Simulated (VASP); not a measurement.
Input of a VASP 6.6.1 run:

The input POSCAR:

```
KI
1.0
    0.0834679123      3.5442850250      3.5442850250
    3.5442850250      0.0834679123      3.5442850250
    3.6277529373      3.6277529373      0.0000000000
K I
1 1
Direct
    0.0000000000      0.0000000000      0.0000000000
    0.5000000000      0.5000000000      0.5000000000
```

The input INCAR.step1:

```
SYSTEM = KI
  PREC = Accurate
  ENCUT = 520
  ISMEAR = 0
  SIGMA = 0.01
  LREAL = .FALSE.
  LASPH = .TRUE.
  NELM = 100
  NBANDS = 15
  GGA = PE
  ALGO = Normal
  EDIFF = 1E-4
  LWAVE = .TRUE.
  LCHARG = .FALSE.
```

INCAR.step2

```
SYSTEM = KI
  PREC = Accurate
  ENCUT = 520
  EDIFF = 1E-6
  ISMEAR = 0
  SIGMA = 0.01
  LREAL = .FALSE.
  LASPH = .TRUE.
  NELM = 100
  ALGO = Normal
  ISIF = 2
  LWAVE = .FALSE.
  LCHARG = .TRUE.
  METAGGA = R2SCAN
  LMIXTAU = .TRUE.
  LELF = .TRUE.
  LVHAR = .TRUE.
  NBANDS = 15
  ISTART = 1
```

The input KPOINTS:

```
regular mesh
0
G
  6 6 6
  0 0 0
```

Potentials or basis: VASP PAW PBE potentials, release 64 (K_sv, I).

The run is started by

```bash
$ cat potpaw_PBE.64/K_sv/POTCAR potpaw_PBE.64/I/POTCAR > POTCAR
$ cp INCAR.step1 INCAR
$ mpirun -np 1 vasp_std > vasp.out
$ cp INCAR.step2 INCAR
$ mpirun -np 1 vasp_std > vasp.out
```

(1) Predict the pressure.

(2) Estimate the band gap on the k mesh.

Results:

(1) 0.0 GPa.

(2) 4.51 eV, direct.

Caveat: the cell differs from its parent crystal (shear xy strain +4.7%); the PAW data sets were made with another functional, which shifts forces and pressure a little; spin-orbit coupling is left out, which moves the levels of the heavy elements.
